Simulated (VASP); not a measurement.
# As in VASP: further runs, part 2 of 2

VASP 6.6.1. The steps go on from the part before.

### 3 Electric field gradients, PBE (equal xy, yz and zx shear strains of +2 %)

File INCAR:

```
PREC = Accurate ; ENCUT = 400
EDIFF = 1E-8 ; ISMEAR = -1
SIGMA = 0.03 ; LREAL = False
LASPH = True ; NELM = 120
ALGO = Normal ; ISIF = 2
LWAVE = False ; LCHARG = False
GGA = PE ; LEFG = True
NBANDS = 22 ; GGA_COMPAT = False
```

File KPOINTS:

```
regular mesh
0
Gamma
  11 11 11
```

File POSCAR:

```
As
1.0
    1.9254598960      1.1389290499      3.5154202331
   -1.8340390190      1.1013340607      3.4778252440
    0.0131522229     -2.1356900106      3.4640645229
As
2
Direct
    0.2275400000      0.2275400000      0.2275400000
    0.7724600000      0.7724600000      0.7724600000
```

Potentials or basis: VASP PAW PBE potentials, release 64 (As_d).

Command:

```bash
$ cat potpaw_PBE.64/As_d/POTCAR > POTCAR
$ mpirun -np 1 vasp_std > vasp.out
```

OUTCAR:

```text
PREC = Accurate
   ENCUT = 400
   EDIFF = 1E-8
   ISMEAR = -1
   LREAL = False
   LASPH = True
   NELM = 120
   ISIF = 2
   GGA = PE

 ion  position               nearest neighbor table
   1  0.228  0.228  0.228-   2 2.50   2 2.51   2 2.54
   2  0.772  0.772  0.772-   1 2.50   1 2.51   1 2.54

  LATTYP: Found a triclinic cell.
 ALAT       =     4.0695316464
 B/A-ratio  =     1.3570573129
 C/A-ratio  =     0.9158335235
 COS(alpha) =     0.0032846116
 COS(beta)  =     0.4542636007
 COS(gamma) =     0.7324663558

  Lattice vectors:

 A1 = (   0.0131522229,  -2.1356900106,   3.4640645229)
 A2 = (  -3.7463466921,  -2.1732849998,   3.4264695338)
 A3 = (   1.8471912419,  -3.2370240713,  -0.0137607211)

Analysis of symmetry for initial positions (statically):
=====================================================================
 Subroutine PRICEL returns:
 Original cell was already a primitive cell.

 Routine SETGRP: Setting up the symmetry group for a
 triclinic supercell.

 Subroutine GETGRP returns: Found  2 space group operations
 (whereof  2 operations were pure point group operations)
 out of a pool of  2 trial point group operations.

The static configuration has the point symmetry S_2 .

Analysis of symmetry for dynamics (positions and initial velocities):
=====================================================================
 Subroutine PRICEL returns:
 Original cell was already a primitive cell.

 Routine SETGRP: Setting up the symmetry group for a
 triclinic supercell.

 Subroutine GETGRP returns: Found  2 space group operations
 (whereof  2 operations were pure point group operations)
 out of a pool of  2 trial point group operations.

The dynamic configuration has the point symmetry S_2 .

 Subroutine INISYM returns: Found  2 space group operations
 (whereof  2 operations are pure point group operations),
 and found     1 'primitive' translations

----------------------------------------------------------------------------------------

                                     Primitive cell

  volume of cell :      42.6540

  direct lattice vectors                    reciprocal lattice vectors
     1.925459896  1.138929050  3.515420233     0.263577782  0.150020383  0.091490905
    -1.834039019  1.101334061  3.477825244    -0.268513372  0.155288612  0.096759134
     0.013152223 -2.135690011  3.464064523     0.002094625 -0.308149960  0.098687440

  length of vectors
     4.166861482  4.083124326  4.069531646     0.316780599  0.324925090  0.323573787

  position of ions in fractional coordinates (direct lattice)
     0.227540000  0.227540000  0.227540000
     0.772460000  0.772460000  0.772460000

  ion indices of the primitive-cell ions
   primitive index   ion index
                 1           1
                 2           2

----------------------------------------------------------------------------------------

 KPOINTS: regular mesh

Automatic generation of k-mesh.
 Grid dimensions read from file:
 generate k-points for:   11   11   11

[... 68 lines left out ...]
   NFREE  =      0    steps in history (QN), initial steepest desc. (CG)
   ISIF   =      2    stress and relaxation
   ISYM   =      2    0-nonsym 1-usesym 2-fastsym
   POTIM  = 0.5000    time-step for ionic-motion
   TEBEG  =    0.0;   TEEND  =   0.0 temperature during run
   PSTRESS=    0.0 pullay stress
   NELECT =      30.0000    total number of electrons
   NUPDOWN=      -1.0000    fix difference up-down
   EMIN   =  10.00;   EMAX   =-10.00  energy-range for DOS
   EFERMI =   0.00;   METHOD = LEGACY
   ISMEAR =    -1;   SIGMA  =   0.03  broadening in eV -4-tet -1-fermi 0-gaus
   EFERMI_NEDOS =   21; number of points for ismear=-14 and -15
   IALGO  =     38    algorithm
   IMIX   =      4    mixing-type and parameters
     AMIX     =   0.40;   BMIX     =  1.00
     AMIX_MAG =   1.60;   BMIX_MAG =  1.00
  volume/ion in A,a.u.               =      21.33       143.92
  Fermi-wavevector in a.u.,A,eV,Ry     =   1.455890  2.751234 28.839132  2.119616
  Thomas-Fermi vector in A             =   2.572872
   LORBIT       =      0    0 simple, 1 ext, 2 COOP (PROOUT), +10 PAW based schemes
   GGA     = PE    functional components
   LHFCALC =     F    Hartree Fock is set to
   AEXX    =    0.0000 exact exchange contribution
   IVDW    =     0    specifies the selected vdW correction
   LEPSILON=     F    determine dielectric tensor
   LRPA    =     F    only Hartree local field effects (RPA)
 non-spin polarized calculation
  energy-cutoff  :      400.00
  volume of cell :       42.65
 maximum number of plane-waves:       789
   NGX = 13   NGY = 13   NGZ = 13

 number of electron      29.9999990 magnetization

 Free energy of the ion-electron system (eV)
  ---------------------------------------------------
  ext. energy  EPLUGINS =         0.00000000
  ---------------------------------------------------
  free energy    TOTEN  =        -9.32894547 eV

  energy without entropy =       -9.32859825  energy(sigma->0) =       -9.32877186

 E-fermi :   3.9531     XC(G=0): -10.7125

 val. band max:        3.9494965697   @ k =   0.4545   0.3636   0.3636
 cond. band min:       4.0012778693   @ k =   0.0909   0.0909   0.4545
 fundamental gap:      0.0517812996
 Fermi energy:         3.9530861463

 k-point     1 :       0.0000    0.0000    0.0000
  band No.  band energies     occupation
      1     -32.4148      2.00000
      2     -32.4119      2.00000
      3     -32.3696      2.00000
      4     -32.3663      2.00000
      5     -32.3370      2.00000
      6     -32.3017      2.00000
[... 589 lines left out ...]
     21      14.2733      0.00000
     22      15.3504      0.00000

 [... further k-points ...]

------------------------ aborting loop because EDIFF is reached ----------------------------------------

  FORCE on cell =-STRESS in cart. coord.  units (eV):
  Direction    XX          YY          ZZ          XY          YZ          ZX
  --------------------------------------------------------------------------------------
  -------------------------------------------------------------------------------------
  Total        1.2102837      0.8278301      0.7408288     -0.1046095     -0.4124368     -0.2244587
  in kB       45.4608900     31.0950992     27.8271417     -3.9293585    -15.4920219     -8.4311569
  external PRESSURE =      34.7943770 kB  Pullay stress =       0.0000000 kB

 VOLUME and BASIS-vectors are now :
 -----------------------------------------------------------------------------
  energy-cutoff  :      400.00
  volume of cell :       42.65
      direct lattice vectors                 reciprocal lattice vectors
     1.925459896  1.138929050  3.515420233     0.263577782  0.150020383  0.091490905
    -1.834039019  1.101334061  3.477825244    -0.268513372  0.155288612  0.096759134
     0.013152223 -2.135690011  3.464064523     0.002094625 -0.308149960  0.098687440

 POSITION                                       TOTAL-FORCE (eV/Angst)
 -----------------------------------------------------------------------------------
      0.02379      0.02379      2.37946        -0.096390     -0.138932      0.234085
      0.08078      0.08078      8.07785         0.096390      0.138932     -0.234085
 -----------------------------------------------------------------------------------
    total drift:                               -0.000000      0.000000     -0.000000

  FREE ENERGIE OF THE ION-ELECTRON SYSTEM (eV)
  ---------------------------------------------------
  free  energy   TOTEN  =        -9.3289454739 eV

  energy  without entropy=       -9.3285982513  energy(sigma->0) =       -9.32877186

 Electric field gradients (V/A^2)
---------------------------------------------------------------------
 ion       V_xx      V_yy      V_zz      V_xy      V_xz      V_yz
---------------------------------------------------------------------
   1      20.658    27.557   -48.214     2.744     4.872     9.139
   2      20.658    27.557   -48.214     2.744     4.872     9.139
---------------------------------------------------------------------

 Electric field gradients after diagonalization (V/A^2)
 (convention: |V_zz| > |V_xx| > |V_yy|)
----------------------------------------------------------------------
 ion       V_xx      V_yy      V_zz     asymmetry (V_yy - V_xx)/ V_zz
----------------------------------------------------------------------
   1      29.861    19.731   -49.592       0.204
   2      29.861    19.731   -49.592       0.204
----------------------------------------------------------------------

           NMR quadrupolar parameters

 Cq : quadrupolar parameter    Cq=e*Q*V_zz/h
 eta: asymmetry parameters     (V_yy - V_xx)/ V_zz
 Q  : nuclear electric quadrupole moment in mb (millibarn)
----------------------------------------------------------------------
 ion       Cq(MHz)       eta       Q (mb)
----------------------------------------------------------------------
   1      -0.120       0.204       1.000
   2      -0.120       0.204       1.000
----------------------------------------------------------------------
```

stdout:

```text
POSCAR found type information on POSCAR As
 POSCAR found :  1 types and       2 ions
 scaLAPACK will be used
 LDA part: xc-table for (Slater+PW92), standard interpolation
 POSCAR, INCAR and KPOINTS ok, starting setup
 FFT: planning ... GRIDC
 FFT: planning ... GRID_SOFT
 FFT: planning ... GRID
 WAVECAR not read
 entering main loop
ion   1
     0.0000490    -0.0135822    -0.1023862     0.3313347    -0.0448870     0.0509792
     0.0000675    -0.0135822    -0.1023862     0.3313347    -0.0448870     0.0509792
     0.0000929    -0.0135822    -0.1023862     0.3313347    -0.0448870     0.0509792
     0.0001280    -0.0135822    -0.1023862     0.3313347    -0.0448870     0.0509792

     0.0000490    -2.4988069    -8.4691788    38.0328216    -4.4785027     3.2419803
     0.0000675    -2.4987482    -8.4690021    38.0320212    -4.4784076     3.2419145
     0.0000929    -2.4986528    -8.4687155    38.0307236    -4.4782536     3.2418077
     0.0001280    -2.4984985    -8.4682527    38.0286307    -4.4780050     3.2416353

ion   2
     0.0000490    -0.0135822    -0.1023862     0.3313347    -0.0448870     0.0509792
     0.0000675    -0.0135822    -0.1023862     0.3313347    -0.0448870     0.0509792
     0.0000929    -0.0135822    -0.1023862     0.3313347    -0.0448870     0.0509792
     0.0001280    -0.0135822    -0.1023862     0.3313347    -0.0448870     0.0509792

     0.0000490    -2.4988069    -8.4691788    38.0328216    -4.4785027     3.2419803
     0.0000675    -2.4987482    -8.4690021    38.0320212    -4.4784076     3.2419145
     0.0000929    -2.4986528    -8.4687155    38.0307236    -4.4782536     3.2418077
     0.0001280    -2.4984985    -8.4682527    38.0286307    -4.4780050     3.2416353
```

Run time: 7.8 min. Hardware: 1 thread of Intel Xeon Platinum 8259CL at 2.50GHz (Skylake/Cascade Lake), shared host; peak memory 0.42 GiB.

What came out:

| Property | Result |
| --- | --- |
| Free energy | -9.3289 eV |
| Pressure | 3.5 GPa |
| Largest force | 0.289 eV/Å |
| Band gap on the k mesh | zero (bands 15 and 16 overlap by 0.59 eV) |
| Largest electric field gradient by atom | As -49.6 V/Å² |

Forces in eV/Å, atoms in the order of the input:
```
As  -0.096 -0.139  0.234
As   0.096  0.139 -0.234
```

Electric field gradients, principal values (V/Å²):
```
atom   least  middle  greatest (by size)
1 As  19.731  29.861             -49.592
2 As  19.731  29.861             -49.592
```

Caveat: the cell differs from its parent crystal (equal xy, yz and zx shear strains of +2 %); the cell stands under pressure; without QUAD_EFG the Cq values of the log hold for a quadrupole moment of 1 mb, not for the nuclei.

### 4 Electric field gradients, PBE

This run uses another cell than the first one, of 21.33 Å³/atom.

File INCAR:

```
SYSTEM = As
PREC = Accurate
ENCUT = 400
EDIFF = 1E-8
ISMEAR = -1
SIGMA = 0.03
LREAL = .FALSE.
LASPH = .TRUE.
NELM = 120
ALGO = Normal
ISIF = 2
LWAVE = .FALSE.
LCHARG = .FALSE.
GGA = PE
LEFG = .TRUE.
NBANDS = 22
GGA_COMPAT = .FALSE.
```

File KPOINTS:

```
regular mesh
0
G
  11 11 11
  0 0 0
```

File POSCAR:

```
As
1.0
    1.8797494575      1.0852738553      3.4857700000
   -1.8797494575      1.0852738553      3.4857700000
    0.0000000000     -2.1705477106      3.4857700000
As
2
Direct
    0.2275400000      0.2275400000      0.2275400000
    0.7724600000      0.7724600000      0.7724600000
```

Potentials or basis: VASP PAW PBE potentials, release 64 (As_d).

Command:

```bash
$ cat potpaw_PBE.64/As_d/POTCAR > POTCAR
$ mpirun -np 1 vasp_std > vasp.out
```

OUTCAR:

```text
SYSTEM = As
   PREC = Accurate
   ENCUT = 400
   EDIFF = 1E-8
   ISMEAR = -1
   LREAL = .FALSE.
   LASPH = .TRUE.
   NELM = 120
   ISIF = 2
   GGA = PE

 ion  position               nearest neighbor table
   1  0.228  0.228  0.228-   2 2.52   2 2.52   2 2.52
   2  0.772  0.772  0.772-   1 2.52   1 2.52   1 2.52

  LATTYP: Found a trigonal (rhomboedric) cell.
 ALAT       =     4.1063207202
 COS(alpha) =     0.5808936906

  Lattice vectors:

 A1 = (   1.8797494575,   1.0852738553,   3.4857700000)
 A2 = (  -1.8797494575,   1.0852738553,   3.4857700000)
 A3 = (   0.0000000000,  -2.1705477106,   3.4857700000)

Analysis of symmetry for initial positions (statically):
=====================================================================
 Subroutine PRICEL returns:
 Original cell was already a primitive cell.

 Routine SETGRP: Setting up the symmetry group for a
 trigonal (rhombohedral) supercell.
[... 787 lines left out ...]
  energy-cutoff  :      400.00
  volume of cell :       42.67
      direct lattice vectors                 reciprocal lattice vectors
     1.879749457  1.085273855  3.485770000     0.265992895  0.153571070  0.095626887
    -1.879749457  1.085273855  3.485770000    -0.265992895  0.153571070  0.095626887
     0.000000000 -2.170547711  3.485770000     0.000000000 -0.307142139  0.095626887

 POSITION                                       TOTAL-FORCE (eV/Angst)
 -----------------------------------------------------------------------------------
      0.00000      0.00000      2.37946         0.000000     -0.000000      0.233618
      0.00000      0.00000      8.07785         0.000000      0.000000     -0.233618
 -----------------------------------------------------------------------------------
    total drift:                               -0.000000      0.000000     -0.000000

  FREE ENERGIE OF THE ION-ELECTRON SYSTEM (eV)
  ---------------------------------------------------
  free  energy   TOTEN  =        -9.3366278579 eV

  energy  without entropy=       -9.3363468990  energy(sigma->0) =       -9.33648738

 Electric field gradients (V/A^2)
---------------------------------------------------------------------
 ion       V_xx      V_yy      V_zz      V_xy      V_xz      V_yz
---------------------------------------------------------------------
   1      24.191    24.191   -48.382    -0.000     0.000    -0.000
   2      24.191    24.191   -48.382    -0.000     0.000    -0.000
---------------------------------------------------------------------

 Electric field gradients after diagonalization (V/A^2)
 (convention: |V_zz| > |V_xx| > |V_yy|)
----------------------------------------------------------------------
 ion       V_xx      V_yy      V_zz     asymmetry (V_yy - V_xx)/ V_zz
----------------------------------------------------------------------
   1      24.191    24.191   -48.382       0.000
   2      24.191    24.191   -48.382       0.000
----------------------------------------------------------------------

           NMR quadrupolar parameters

 Cq : quadrupolar parameter    Cq=e*Q*V_zz/h
 eta: asymmetry parameters     (V_yy - V_xx)/ V_zz
 Q  : nuclear electric quadrupole moment in mb (millibarn)
----------------------------------------------------------------------
 ion       Cq(MHz)       eta       Q (mb)
----------------------------------------------------------------------
   1      -0.117       0.000       1.000
   2      -0.117       0.000       1.000
----------------------------------------------------------------------
```

stdout:

```text
POSCAR found type information on POSCAR As
 POSCAR found :  1 types and       2 ions
 scaLAPACK will be used
 LDA part: xc-table for (Slater+PW92), standard interpolation
 POSCAR, INCAR and KPOINTS ok, starting setup
 FFT: planning ... GRIDC
 FFT: planning ... GRID_SOFT
 FFT: planning ... GRID
 WAVECAR not read
 entering main loop
ion   1

ion   2
```

Wall time 89 s (1 thread of Intel Xeon Platinum 8259CL at 2.50GHz (Skylake/Cascade Lake), shared host); peak memory 0.2 GiB.

What came out:

| Property | Result |
| --- | --- |
| Free energy | -9.3366 eV |
| Pressure | 3.4 GPa |
| Largest force | 0.234 eV/Å |
| Band gap on the k mesh | zero (bands 15 and 16 overlap by 0.36 eV) |
| Largest electric field gradient by atom | As -48.4 V/Å² |

Forces in eV/Å, atoms in the order of the input:
```
As   0.000  0.000  0.234
As   0.000  0.000 -0.234
```

Electric field gradients, principal values (V/Å²):
```
atom   least  middle  greatest (by size)
1 As  24.191  24.191             -48.382
2 As  24.191  24.191             -48.382
```

Caveat: the cell stands under pressure; without QUAD_EFG the Cq values of the log hold for a quadrupole moment of 1 mb, not for the nuclei.

### 5 Summary

| cell | gap on the mesh (eV) | pressure (GPa) | largest force (eV/Å) |
| --- | --- | --- | --- |
| a = 4.147 Å, angles 54.5°, 2 atoms | none | 1.1 | 0.04 |
| a = 4.167, b = 4.083, c = 4.070 Å, angles 54.4, 54.8, 54.2°, 2 atoms | none | 3.5 | 0.29 |
| a = 4.106 Å, angles 54.5°, 2 atoms | none | 3.4 | 0.23 |

Alike in all rows: task electric field gradients; level PBE; potentials or basis VASP PAW PBE potentials, release 64 (As_d); no spin polarisation; k mesh 11 × 11 × 11; cutoff (eV) 400; smearing fermi-dirac 0.03 eV.

Caveats: the cell stands under pressure (at least some runs).

Total energies depend on the potentials used, so only differences within one code and one set of settings carry meaning.

The gap in the log of VASP goes by the Fermi energy; the results here count the filled bands.